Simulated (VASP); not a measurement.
# MoS2: single point with PBE+D3(BJ)

Crystal: MoS2.

```
Mo S
1.0
     3.14607    0.00000    0.00000
    -1.57303    2.72458    0.00000
     0.00000    0.00000    7.19192
Mo S
1 2
Cartesian
  0.0000 0.0000 0.0000
  0.0000 1.8164 1.6958
  0.0000 1.8164 5.4961
```

| Item | Value |
| --- | --- |
| Program | VASP 6.6.1 |
| Task | single point |
| Functional | PBE |
| Dispersion | D3(BJ) |
| Potentials or basis | VASP PAW PBE potentials, release 64 (Mo_sv, S) |
| Cutoff | 500 eV |
| k mesh | 12 × 12 × 6 |
| Occupations | gaussian, width 0.05 eV |
| Spin | no spin polarisation |
| Dipole correction | no |
| Further INCAR settings | ALGO = Normal; EDIFF = 1e-06; NBANDS = 20 |

```
Pressure                   : -9.8 GPa
Largest force              : 1.988 eV/Å
Band gap on the k mesh     : 1.19 eV (least direct gap 1.95 eV)
Dispersion energy per atom : -0.371 eV
```

Forces in eV/Å, atoms in the order of the input:
```
Mo   0.000  0.000  0.000
S    0.000  0.000 -1.988
S    0.000  0.000  1.988
```

Stress tensor (GPa, compression positive):
```
 -5.20   0.00   0.00
  0.00  -5.20   0.00
  0.00   0.00 -18.87
```

Levels at points of the mesh, in eV from the valence-band top:
| k point | band 9 | band 10 | band 11 | band 12 | band 13 | band 14 | band 15 | band 16 | band 17 | band 18 |
| --- | --- | --- | --- | --- | --- | --- | --- | --- | --- | --- |
| (0.00, 0.00, 0.00) | -2.01 | -1.74 | -1.00 | -1.00 | -0.91 | 2.61 | 2.61 | 2.69 | 2.69 | 5.87 |
| (0.50, 0.00, 0.00) | -4.06 | -2.69 | -2.08 | -0.93 | -0.68 | 2.35 | 2.50 | 3.70 | 3.78 | 5.56 |
| (0.00, 0.00, 0.50) | -2.01 | -2.01 | -1.01 | -1.01 | -0.31 | 2.65 | 2.65 | 2.66 | 2.66 | 6.51 |
| (0.50, 0.00, 0.50) | -3.82 | -2.70 | -2.56 | -0.66 | -0.63 | 2.36 | 2.69 | 3.22 | 3.69 | 6.51 |

It took 92 s on 1 thread of Intel Xeon 8259CL, on a shared host, peak memory 0.24 GiB.

Caveat: the cell stands under tension; forces of over 1 eV/Å act on the atoms, so gaps and moduli don't describe the material at rest. A k mesh can miss the band edges.
